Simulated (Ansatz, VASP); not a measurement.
**One calculation of I, two programs**

```
I
1.0
    -1.61424    1.61424    3.92047
     1.61424   -1.61424    3.92047
     1.61424    1.61424   -3.92047
I
1
Direct
  0.00000 0.00000 0.00000
```

Alike in both runs: functional r2SCAN; k mesh 18 × 18 × 18; occupations gaussian, width 0.1 eV; no spin polarisation.

Ansatz relaxed the structure, and its values are those at the end. VASP's run is a single point on that final structure, the one shown.

|  | VASP | Ansatz |
| --- | --- | --- |
| version | VASP 6.6.1 | Ansatz 0.2.0 |
| potentials or method | VASP PAW PBE potentials, release 64 (I), cutoff 520 eV | scalar-relativistic, plane waves, PAW |
| valence electrons in the cell | 7 | 17 |

|  | VASP | Ansatz | Ansatz less VASP |
| --- | --- | --- | --- |
| gap on the k mesh at the Fermi level (eV) | none | none | - |
| pressure (GPa) | -0.1 | 0.0 | +0.04 |

VASP's potentials were made for PBE, not for r2SCAN. A gap of «none» marks a metal or a gap that the smearing closes. VASP's potentials hold 7 valence electrons a cell and Ansatz's 17, so a difference there can come from the potentials and not from the codes.

Spin-orbit coupling is off throughout.
